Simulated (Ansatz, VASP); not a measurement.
Sr in VASP and in Ansatz

```xyz
2
Lattice="4.3538 0.0000 0.0000 -2.1769 3.7705 0.0000 0.0000 0.0000 6.9090" Properties=species:S:1:pos:R:3 pbc="T T T"
Sr    0.0000    2.5136    1.7272
Sr    2.1769    1.2568    5.1818
```

Change from the starting cell: z stretched by -2 % at fixed volume, crystal datasets.

Alike in both runs: task electric field gradients; functional PBE; k mesh 10 × 10 × 5; occupations fermi-dirac, width 0.08 eV; no spin polarisation.

|  | VASP | Ansatz |
| --- | --- | --- |
| version | VASP 6.6.1 | Ansatz 0.2.0 |
| potentials or method | VASP PAW PBE potentials, release 64 (Sr_sv), cutoff 520 eV | all-electron PAW with datasets made for the crystal, scalar-relativistic |

```csv
,VASP,Ansatz,Ansatz less VASP
pressure (GPa),-0.3,-0.3,0.00
"traceless stress, the component that is largest in VASP (GPa)",0.42,0.42,0.000
size of Vzz on the site where it differs most (V/Å²),2.7,2.6,-0.08
```

Ansatz ran all-electron here, and VASP with PAW potentials.
